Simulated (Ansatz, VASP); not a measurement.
Re in VASP and in Ansatz

Contents of POSCAR:

```
Re
1.0
    2.6496832329      0.0000000000      0.0000000000
   -1.3248416165      2.2946929917      0.0000000000
    0.0000000000      0.0000000000      2.4757977708
Re
1
Direct
    0.0000000000      0.0000000000      0.0000000000
```

Contents of INCAR.step1:

```
PREC = Accurate
ENCUT = 520
ISMEAR = 0
SIGMA = 0.1
LREAL = False
LASPH = True
NELM = 60
NBANDS = 10
GGA = PE
ALGO = Normal
EDIFF = 1E-4
LWAVE = True
LCHARG = False
```

INCAR.step2

```
PREC = Accurate
ENCUT = 520
EDIFF = 1E-6
ISMEAR = 0
SIGMA = 0.1
LREAL = False
LASPH = True
NELM = 60
ALGO = Normal
ISIF = 2
LWAVE = False
LCHARG = True
METAGGA = R2SCAN
LMIXTAU = True
LELF = True
LVHAR = True
NBANDS = 10
ISTART = 1
```

File KPOINTS:

```
regular mesh
0
Gamma
  9 9 8
```

Input for Ansatz:

```yaml
crystal:
  lattice:
    - [2.6496832329, 0.0, 0.0]
    - [-1.3248416165, 2.2946929917, 0.0]
    - [0.0, 0.0, 2.4757977708]
  atoms:
    - { symbol: Re, position: [0.0, 0.0, 0.0] }
basis:
  ecutwfc: 500
kpoints:
  mp_grid: { grid: [9, 9, 8] }
hamiltonian:
  xc: r2scan
scf:
  occupations: { method: gaussian, width: 0.1 }
  lower_state_search: "off"
output:
  forces: true
  stress: true
  eigenvalues: true
```

Alike in both runs: task single point; functional r2SCAN; k mesh 9 × 9 × 8; occupations gaussian, width 0.1 eV; no spin polarisation.

|  | VASP | Ansatz |
| --- | --- | --- |
| version | VASP 6.6.1 | Ansatz 0.2.0 |
| potentials or method | VASP PAW PBE potentials, release 64 (Re), cutoff 520 eV | scalar-relativistic, plane waves, PAW |
| valence electrons in the cell | 7 | 15 |

|  | VASP | Ansatz | Ansatz less VASP |
| --- | --- | --- | --- |
| gap on the k mesh at the Fermi level (eV) | none | none | - |
| pressure (GPa) | 22.8 | 23.1 | +0.29 |
| traceless stress, the component that is largest in VASP (GPa) | -23.32 | -21.60 | +1.714 |

VASP's potentials were made for PBE, not for r2SCAN. A gap of «none» marks a metal or a gap that the smearing closes. The functional is the same, so the differences come from potentials, cutoffs and numerics. VASP's potentials hold 7 valence electrons a cell and Ansatz's 15, so a difference there can come from the potentials and not from the codes.

Spin-orbit coupling is off throughout.
